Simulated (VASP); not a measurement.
Input of a VASP 6.6.1 run:

The input INCAR:

```
ALGO     = Normal         # electronic algorithm
EDIFF    = 1E-6           # SCF threshold, eV
ENCUT    = 520            # plane-wave cutoff, eV
GGA      = PE             # functional
ISIF     = 2              # what is computed and relaxed
ISMEAR   = -1             # smearing method
LASPH    = True           # aspherical terms in the spheres
LCHARG   = False          # write CHGCAR
LREAL    = False          # projectors in reciprocal space
LWAVE    = False          # write WAVECAR
NBANDS   = 14             # bands
NELM     = 60             # most SCF steps
PREC     = Accurate       # precision mode
SIGMA    = 0.02           # smearing width, eV
```

The input KPOINTS:

```
k-points
0
Gamma
  8 8 8
```

Contents of POSCAR:

```
NaI
1.0
    0.0000000000      3.2296266398      3.2296266398
    3.2296266398      0.0000000000      3.2296266398
    3.2296266398      3.2296266398      0.0000000000
Na I
1 1
Direct
    0.0000000000      0.0000000000      0.0000000000
    0.5000000000      0.5000000000      0.5000000000
```

Potentials or basis: VASP PAW PBE potentials, release 64 (Na_pv, I).

Run with:

```sh
$ cat potpaw_PBE.64/Na_pv/POTCAR potpaw_PBE.64/I/POTCAR > POTCAR
$ mpirun -np 1 vasp_std > vasp.out
```

**Question.** What does it give for the pressure?

**Answer.** 0.6 GPa.

**Question.** Predict the band gap on the k mesh.

**Answer.** 3.66 eV.

Caveat: spin-orbit coupling is left out, which moves the levels of the heavy elements. As with any semilocal functional, this PBE gap is likely too small.
